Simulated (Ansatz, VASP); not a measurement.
# Mg2Sn in VASP and in Ansatz

INCAR

```
ALGO     = Normal         # electronic algorithm
EDIFF    = 1E-6           # SCF threshold, eV
ENCUT    = 600            # plane-wave cutoff, eV
GGA      = PE             # functional
GGA_COMPAT= F            
ISIF     = 2              # what is computed and relaxed
ISMEAR   = -1             # smearing method
LASPH    = T              # aspherical terms in the spheres
LCHARG   = T              # write CHGCAR
LELF     = T              # ELF
LREAL    = F              # projectors in reciprocal space
LVHAR    = T            
LWAVE    = F              # write WAVECAR
NBANDS   = 16             # bands
NELM     = 120            # most SCF steps
PREC     = Accurate       # precision mode
SIGMA    = 0.02           # smearing width, eV
```

KPOINTS

```
k-points
0
Gamma
  4 4 4
```

POSCAR

```
Mg2Sn
1.0
    0.0000000000      3.3799352825      3.3799352825
    3.3799352825      0.0000000000      3.3799352825
    3.3799352825      3.3799352825      0.0000000000
Sn Mg
1 2
Direct
    0.0000000000      0.0000000000      0.0000000000
    0.2500000000      0.2500000000      0.2500000000
    0.7500000000      0.7500000000      0.7500000000
```

Input for Ansatz:

```yaml
crystal:
  lattice:
    - [0.0, 3.3799352825, 3.3799352825]
    - [3.3799352825, 0.0, 3.3799352825]
    - [3.3799352825, 3.3799352825, 0.0]
  atoms:
    - { symbol: Sn, position: [0.0, 0.0, 0.0] }
    - { symbol: Mg, position: [0.25, 0.25, 0.25] }
    - { symbol: Mg, position: [0.75, 0.75, 0.75] }
kpoints:
  mp_grid: { grid: [4, 4, 4] }
hamiltonian:
  xc: pbe
scf:
  occupations: { method: fermi_dirac, width: 0.02 }
  n_extra_bands: 4
output:
  forces: true
  stress: true
  eigenvalues: true
```

Alike in both runs: task single point; functional PBE; k mesh 4 × 4 × 4; occupations fermi-dirac, width 0.02 eV; no spin polarisation.

|  | VASP | Ansatz |
| --- | --- | --- |
| version | VASP 6.6.1 | Ansatz 0.2.0 |
| potentials or method | VASP PAW PBE potentials, release 64 (Sn_d, Mg) | plane waves, PAW |
| plane-wave cutoff (eV) | 600 | 420 |
| valence electrons in the cell | 18 | 34 |

```csv
,VASP,Ansatz,Ansatz less VASP
pressure (GPa),1.2,1.2,+0.02
```

VASP's potentials hold 18 valence electrons a cell and Ansatz's 34, so a difference there can come from the potentials and not from the codes.

The k mesh is coarse, so the values compare programs but aren't converged.
